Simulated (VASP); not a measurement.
Here is a VASP 6.6.1 calculation.

The input INCAR:

```
SYSTEM = Si3N4
PREC = Accurate
ENCUT = 520
EDIFF = 1E-7
ISMEAR = -1
SIGMA = 0.02
LREAL = .False.
LASPH = .True.
NELM = 80
ALGO = Normal
ISIF = 2
LWAVE = .False.
LCHARG = .False.
GGA = PE
NBANDS = 45
```

KPOINTS

```
regular mesh
0
Gamma
  4 4 10
  0 0 0
```

Contents of POSCAR:

```
Si3N4
1.0
    7.6015000000      0.0000000000      0.0000000000
   -3.8007500000      6.5830921069      0.0000000000
    0.0000000000      0.0000000000      2.9061000000
Si N
6 8
Direct
    0.7679630651      0.1740808065      0.2500000000
    0.5938822586      0.7679630651      0.7500000000
    0.8259191935      0.5938822586      0.2500000000
    0.2320369349      0.8259191935      0.7500000000
    0.4061177414      0.2320369349      0.2500000000
    0.1740808065      0.4061177414      0.7500000000
    0.0299560717      0.3298971709      0.2500000000
    0.7000589008      0.0299560717      0.7500000000
    0.6701028291      0.7000589008      0.2500000000
    0.9700439283      0.6701028291      0.7500000000
    0.2999410992      0.9700439283      0.2500000000
    0.3298971709      0.2999410992      0.7500000000
    0.6666666667      0.3333333333      0.2500000000
    0.3333333333      0.6666666667      0.7500000000
```

Potentials or basis: VASP PAW PBE potentials, release 64 (Si, N).

The run is started by

```sh
$ cat potpaw_PBE.64/Si/POTCAR potpaw_PBE.64/N/POTCAR > POTCAR
$ mpirun -np 1 vasp_std > vasp.out
```

(1) Predict the pressure.

(2) Estimate the band gap on the k mesh.

Answers

(1) 5.4 GPa.

(2) 4.33 eV (least direct gap 4.52 eV).

Caveat: the cell stands under pressure.
